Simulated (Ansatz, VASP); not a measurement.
# One calculation of AsAu3, two programs

```
Au As
1.0
     5.83734    0.00000    0.00000
    -2.91867    5.05528    0.00000
     0.00000    0.00000    4.71074
Au As
6 2
Cartesian
  0.0000 1.6868 1.1777
  -1.4579 4.2119 1.1777
  1.4579 4.2119 1.1777
  2.9187 3.3685 3.5331
  4.3766 0.8434 3.5331
  1.4608 0.8434 3.5331
  0.0000 3.3702 3.5331
  2.9187 1.6851 1.1777
```

Alike in both runs: task single point; functional PBE; k mesh 5 × 5 × 6; occupations fermi-dirac, width 0.05 eV; no spin polarisation.

|  | VASP | Ansatz |
| --- | --- | --- |
| version | VASP 6.6.1 | Ansatz 0.2.0 |
| potentials or method | VASP PAW PBE potentials, release 64 (Au, As) | Ansatz PAW |
| plane-wave cutoff (eV) | 520 | 420 |
| valence electrons in the cell | 76 | 144 |

```tsv
	VASP	Ansatz	Ansatz less VASP
gap on the k mesh at the Fermi level (eV)	none	none	-
pressure (GPa)	7.6	7.8	+0.21
rms of the force components (eV/Å)	0.012	0.011	-0.0008
```

Atom by atom the forces differ by 0.001 eV/Å (rms over components). A gap of «none» marks a metal or a gap that the smearing closes. VASP's potentials hold 76 valence electrons a cell and Ansatz's 144, so a difference there can come from the potentials and not from the codes.

Spin-orbit coupling is off throughout.
